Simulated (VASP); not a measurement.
A run of VASP 6.6.1:

File POSCAR:

```
HfC
1.0
   -1.3966732300      2.4971805100      1.8473367300
    1.3966732300     -2.4971805100      1.8473367300
    1.3966732300      2.4971805100     -1.8473367300
Hf C
1 1
Direct
    0.9847118300      0.9847118300      0.0000000000
    0.6794548300      0.1794548300      0.5000000000
```

Contents of INCAR.step1:

```
SYSTEM = HfC
ALGO = Normal
EDIFF = 1E-4
ENCUT = 520
GGA = PE
GGA_COMPAT = .False.
ISMEAR = -1
LASPH = .True.
LCHARG = .False.
LMAXMIX = 4
LREAL = .False.
LSORBIT = .True.
LWAVE = .True.
MAGMOM = 0 0 0 0 0 0
NBANDS = 26
NELM = 150
PREC = Accurate
SIGMA = 0.05
```

File INCAR.step2:

```
SYSTEM = HfC
ALGO = Normal
EDIFF = 1E-7
ENCUT = 520
GGA_COMPAT = .False.
ISIF = 2
ISMEAR = -1
ISTART = 1
LASPH = .True.
LCHARG = .False.
LMAXMIX = 4
LMIXTAU = .True.
LORBIT = 11
LORBMOM = .True.
LREAL = .False.
LSORBIT = .True.
LWAVE = .False.
MAGMOM = 0 0 0 0 0 0
METAGGA = R2SCAN
NBANDS = 26
NELM = 150
PREC = Accurate
SIGMA = 0.05
```

File KPOINTS:

```
k-points
0
Gamma
  9 9 9
  0 0 0
```

Potentials or basis: VASP PAW PBE potentials, release 64 (Hf_pv, C).

Command:

```console
$ cat potpaw_PBE.64/Hf_pv/POTCAR potpaw_PBE.64/C/POTCAR > POTCAR
$ cp INCAR.step1 INCAR
$ mpirun -np 1 vasp_ncl > vasp.out
$ cp INCAR.step2 INCAR
$ mpirun -np 1 vasp_ncl > vasp.out
```

Hardware: 1 thread of Intel Xeon 8259CL (shared host).

**Question.** How long does it take, and how much memory?

**Answer.** It took 54 min on 1 thread of Intel Xeon 8259CL, with other jobs on the host, peak memory 0.45 GiB. Counts: k points 225.
